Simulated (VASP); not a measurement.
# MgC2 in VASP: notebook, part 2 of 2

VASP 6.6.1. The steps go on from the part before.

## (5) Relaxation of cell and atoms, PBE+D3(BJ)

File INCAR:

```
SYSTEM = MgC2
PREC     = Accurate       ! precision mode
ENCUT    = 600            ! plane-wave cutoff, eV
EDIFF    = 1E-7           ! SCF threshold, eV
ISMEAR   = -1             ! smearing method
SIGMA    = 0.05           ! smearing width, eV
LREAL    = .FALSE.        ! projectors in reciprocal space
LASPH    = .TRUE.         ! aspherical terms in the spheres
NELM     = 60             ! most SCF steps
ALGO     = Normal         ! electronic algorithm
ISIF     = 3              ! what is computed and relaxed
LWAVE    = .FALSE.        ! write WAVECAR
LCHARG   = .FALSE.        ! write CHGCAR
GGA      = PE             ! functional
IVDW     = 12             ! dispersion correction
IBRION   = 2              ! ionic algorithm
NSW      = 60             ! ionic steps
EDIFFG   = -0.01          ! ionic threshold
```

File KPOINTS:

```
regular mesh
0
G
  5 5 5
  0 0 0
```

File POSCAR:

```
MgC2
1.0
    3.9507770000      0.0000000000      0.0000000000
    0.0000000000      3.9507770000      0.0000000000
    0.0000000000      0.0000000000      4.9870890000
Mg C
2 4
Direct
    0.0000000000      0.0000000000      0.5000000000
    0.5000000000      0.5000000000      0.0000000000
    0.3876550000      0.6123450000      0.5000000000
    0.1123450000      0.1123450000      0.0000000000
    0.6123450000      0.3876550000      0.5000000000
    0.8876550000      0.8876550000      0.0000000000
```

Potentials or basis: VASP PAW PBE potentials, release 64 (Mg, C).

Started as:

```bash
> cat potpaw_PBE.64/Mg/POTCAR potpaw_PBE.64/C/POTCAR > POTCAR
> mpirun -np 1 vasp_std > vasp.out
```

OUTCAR:

```text
SYSTEM = MgC2
   PREC = Accurate
   ENCUT = 600
   EDIFF = 1E-7
   ISMEAR = -1
   LREAL = .FALSE.
   LASPH = .TRUE.
   NELM = 60
   ISIF = 3
   GGA = PE
   IVDW = 12
   IBRION = 2
   NSW = 60
   EDIFFG = -0.01
 IVDW          = 12

 ion  position               nearest neighbor table
   1  0.000  0.000  0.500-   3 2.17   5 2.17   4 2.57   6 2.57   4 2.57   6 2.57   5 2.86   3 2.86
                             5 2.86   3 2.86
   2  0.500  0.500  0.000-   4 2.17   6 2.17   5 2.57   3 2.57   3 2.57   5 2.57   4 2.86   4 2.86
                             6 2.86   6 2.86
   3  0.388  0.612  0.500-   5 1.26   1 2.17   2 2.57   2 2.57   1 2.86   1 2.86
   4  0.112  0.112  0.000-   6 1.26   2 2.17   1 2.57   1 2.57   2 2.86   2 2.86
   5  0.612  0.388  0.500-   3 1.26   1 2.17   2 2.57   2 2.57   1 2.86   1 2.86
   6  0.888  0.888  0.000-   4 1.26   2 2.17   1 2.57   1 2.57   2 2.86   2 2.86

  LATTYP: Found a simple tetragonal cell.
 ALAT       =     3.9507770000
 C/A-ratio  =     1.2623058705

  Lattice vectors:

 A1 = (   3.9507770000,   0.0000000000,   0.0000000000)
 A2 = (   0.0000000000,   3.9507770000,   0.0000000000)
 A3 = (   0.0000000000,   0.0000000000,   4.9870890000)

Analysis of symmetry for initial positions (statically):
=====================================================================
 Subroutine PRICEL returns:
 Original cell was already a primitive cell.

 Routine SETGRP: Setting up the symmetry group for a
[... 170 lines left out ...]
  free energy    TOTEN  =       -37.38519372 eV

  energy without entropy =      -37.38519372  energy(sigma->0) =      -37.38519372

------------------------ aborting loop because EDIFF is reached ----------------------------------------

 Edisp (eV)   -1.08311

 E8    (eV) :    -0.4065
[... 117 lines left out ...]
  FREE ENERGIE OF THE ION-ELECTRON SYSTEM (eV)
  ---------------------------------------------------
  free  energy   TOTEN  =       -38.4789412233 eV

  energy  without entropy=      -38.4789412232  energy(sigma->0) =      -38.47894122

[... ionic steps 4 to 11 ...]

--------------------------------------- Ionic step       12  -------------------------------------------

 number of electron      20.0000000 magnetization

------------------------ aborting loop because EDIFF is reached ----------------------------------------
[... 83 lines left out ...]
--------------------------------------- Ionic step       14  -------------------------------------------

 number of electron      20.0000000 magnetization

 Free energy of the ion-electron system (eV)
  ---------------------------------------------------
  ext. energy  EPLUGINS =         0.00000000
  ---------------------------------------------------
  free energy    TOTEN  =       -37.37448422 eV

  energy without entropy =      -37.37448422  energy(sigma->0) =      -37.37448422

 E-fermi :   2.3262     XC(G=0):  -9.6402

 val. band max:        1.2399886600   @ k =   0.4000   0.4000   0.4000
 cond. band min:       3.7751838838   @ k =   0.0000   0.0000   0.0000
 fundamental gap:      2.5351952238
 Fermi energy:         2.3262128653

 k-point     1 :       0.0000    0.0000    0.0000
  band No.  band energies     occupation
      1     -11.7064      2.00000
      2     -10.7646      2.00000
      3      -2.2617      2.00000
      4      -1.7724      2.00000
      5      -1.7724      2.00000
      6      -1.7238      2.00000
      7      -0.0596      2.00000
      8       0.8536      2.00000
      9       0.9342      2.00000
     10       0.9342      2.00000
     11       3.7752      0.00000
     12       6.5445      0.00000
     13       6.8603      0.00000
     14       6.8603      0.00000
[... 324 lines left out ...]
  FREE ENERGIE OF THE ION-ELECTRON SYSTEM (eV)
  ---------------------------------------------------
  free  energy   TOTEN  =       -38.4830749514 eV

  energy  without entropy=      -38.4830749513  energy(sigma->0) =      -38.48307495

 reached required accuracy - stopping structural energy minimisation
```

Wall time 3 min (1 thread of Intel Xeon Platinum 8375C at 2.90GHz (Ice Lake), shared host); peak memory 0.21 GiB.

What came out:

```
Free energy                           : -38.4831 eV
Relaxed volume                        : 12.57 Å³/atom
Relaxed cell                          : a = 3.918 Å, b = 3.918 Å, c = 4.913 Å, α = 90.00°, β = 90.00°, γ = 90.00°
Space group after relaxing (to 0.1 Å) : P4_2/mnm (No. 136)
Energy gained by relaxing             : 2.5 meV/atom
Ionic steps                           : 14
Pressure after relaxing               : 0.0 GPa
Largest force after relaxing          : 0.008 eV/Å
Band gap on the k mesh                : 2.54 eV (least direct gap 2.84 eV)
Dispersion energy per atom            : -0.185 eV
```

Forces in eV/Å, atoms in the order of the input:
```
Mg   0.000  0.000  0.000
Mg   0.000  0.000  0.000
C   -0.006  0.006  0.000
C    0.006  0.006  0.000
C    0.006 -0.006  0.000
C   -0.006 -0.006  0.000
```

The path:
```
step  energy change (eV)  largest force (eV/Å)  pressure (GPa)  volume (Å³)
   1              0.0000                0.0391           -1.80        77.84
   2             -0.0106                0.4002            0.07        76.21
   3             -0.0106                0.4115            0.13        76.16
   4             -0.0128                0.1770           -0.13        75.60
   5             -0.0132                0.0068           -0.06        75.76
   6             -0.0134                0.0109           -0.08        75.75
   7             -0.0138                0.0229           -0.13        75.72
   8             -0.0144                0.0467           -0.24        75.67
   9             -0.0142                0.0942           -0.44        75.56
  10             -0.0145                0.0645           -0.32        75.63
  11             -0.0146                0.0507           -0.12        75.56
  12             -0.0146                0.0244           -0.17        75.58
  13             -0.0147                0.0205           -0.14        75.54
  14             -0.0148                0.0082           -0.05        75.42
```

Final structure:
```
Mg C
1.0
     3.91788    0.00000    0.00000
     0.00000    3.91788    0.00000
     0.00000    0.00000    4.91340
Mg C
2 4
Direct
  0.00000 0.00000 0.50000
  0.50000 0.50000 0.00000
  0.38692 0.61308 0.50000
  0.11308 0.11308 0.00000
  0.61308 0.38692 0.50000
  0.88692 0.88692 0.00000
```

Levels at points of the mesh, in eV from the valence-band top:
```csv
k point,band 8,band 9,band 10,band 11,band 12,band 13
"(0.00, 0.00, 0.00)",-0.39,-0.31,-0.31,2.54,5.30,5.62
```

Caveat: an odd mesh through Γ misses points on the zone boundary, where band edges can lie.

## (6) Single point, r2SCAN

File POSCAR:

```
MgC2
1.0
    3.9507770000      0.0000000000      0.0000000000
    0.0000000000      3.9507770000      0.0000000000
    0.0000000000      0.0000000000      4.9870890000
Mg C
2 4
Direct
   -0.0088950000     -0.0043460000      0.4923900000
    0.5033630000      0.5100160000     -0.0051830000
    0.3876270000      0.6066950000      0.5087150000
    0.1176850000      0.1209630000     -0.0000010000
    0.6130530000      0.3856960000      0.4972100000
    0.8770760000      0.8834810000      0.0045650000
```

File INCAR.step1:

```
SYSTEM = MgC2
PREC = Accurate ; ENCUT = 750
ISMEAR = 0 ; SIGMA = 0.025
LREAL = .False. ; LASPH = .True.
NELM = 120 ; NBANDS = 27
GGA = PE ; ALGO = Normal
EDIFF = 1E-5 ; LWAVE = .True.
LCHARG = .False. ; GGA_COMPAT = .False.
```

File INCAR.step2:

```
SYSTEM = MgC2
PREC = Accurate ; ENCUT = 750
EDIFF = 1E-6 ; ISMEAR = 0
SIGMA = 0.025 ; LREAL = .False.
LASPH = .True. ; NELM = 120
ALGO = Normal ; ISIF = 2
LWAVE = .False. ; LCHARG = .False.
METAGGA = R2SCAN ; LMIXTAU = .True.
NBANDS = 27 ; ISTART = 1
GGA_COMPAT = .False.
```

File KPOINTS:

```
regular mesh
0
Gamma
  5 5 4
  0 0 0
```

Potentials or basis: VASP PAW PBE potentials, release 64 (Mg_sv, C).

Started as:

```bash
> cat potpaw_PBE.64/Mg_sv/POTCAR potpaw_PBE.64/C/POTCAR > POTCAR
> cp INCAR.step1 INCAR
> mpirun -np 1 vasp_std > vasp.out
> cp INCAR.step2 INCAR
> mpirun -np 1 vasp_std > vasp.out
```

Run time: 8.7 min. Hardware: 1 thread of AMD EPYC 7R13 (Zen 3), shared host; peak memory 0.31 GiB.

It converged, with:

```
Free energy            : -46.0244 eV
Pressure               : -5.4 GPa
Largest force          : 6.176 eV/Å
Band gap on the k mesh : 2.55 eV (least direct gap 2.68 eV)
```

Forces on the atoms (eV/Å):
```
Mg   0.182 -0.169  0.106
Mg  -0.442 -0.398  0.045
C   -0.048  0.136 -0.208
C   -4.011 -3.974  0.123
C   -0.106  0.100  0.106
C    4.425  4.304 -0.172
```

Stress tensor (GPa, compression positive):
```
-7.54 -6.19 -0.29
-6.19 -7.51  0.48
-0.29  0.48 -1.12
```

Levels at points of the mesh, in eV from the valence-band top:
```
           k point  band 16  band 17  band 18  band 19  band 20  band 21
(0.00, 0.00, 0.00)    -0.49    -0.32    -0.13     2.55     5.27     5.35
(0.00, 0.00, 0.50)    -0.50    -0.46    -0.28     3.37     3.95     5.57
```

Caveat: the cell stands under tension; the PAW data sets were made with another functional, which shifts forces and pressure a little; an odd mesh through Γ misses points on the zone boundary, where band edges can lie.

## (7) The runs side by side

```csv
task,level,potentials or basis,cell,k mesh,cutoff (eV),smearing,mended,gap on the mesh (eV),pressure (GPa),largest force (eV/Å)
single point,r2SCAN,"VASP PAW PBE potentials, release 64 (Mg_sv, C)","a = 3.951, b = 3.951, c = 4.987 Å, 6 atoms, atomic positions A",5 × 5 × 4,750,gaussian 0.01 eV,yes,2.55,-5.4,6.18
single point,LDA,"VASP PAW LDA potentials, release 64 (Mg_sv, C)","a = 3.792, b = 3.792, c = 4.617 Å, 6 atoms, atomic positions B",5 × 5 × 5,750,fermi-dirac 0.05 eV,yes,1.92,9.9,0.08
single point,PBE+D3(BJ),"VASP PAW PBE potentials, release 64 (Mg, C)","a = 3.921, b = 3.921, c = 4.929 Å, 6 atoms, atomic positions C",5 × 5 × 5,520,fermi-dirac 0.05 eV,-,2.56,0.0,0.13
relaxation of cell and atoms,PBE+D3(BJ),"VASP PAW PBE potentials, release 64 (Mg, C)","relaxed from a = 3.951, b = 3.951, c = 4.987 Å, 6 atoms, atomic positions C",5 × 5 × 5,600,fermi-dirac 0.05 eV,-,2.54,0.0,0.01
single point,r2SCAN,"VASP PAW PBE potentials, release 64 (Mg_sv, C)","a = 3.951, b = 3.951, c = 4.987 Å, 6 atoms, atomic positions A",5 × 5 × 4,750,gaussian 0.025 eV,yes,2.55,-5.4,6.18
```

Alike in all rows: no spin polarisation.

Caveats: an odd mesh through Γ misses points on the zone boundary, where band edges can lie; the cell stands under tension (at least some runs); the PAW data sets were made with another functional, which shifts forces and pressure a little (at least some runs); the cell stands under pressure (at least some runs).

Total energies depend on the potentials used, so only differences within one code and one set of settings carry meaning.
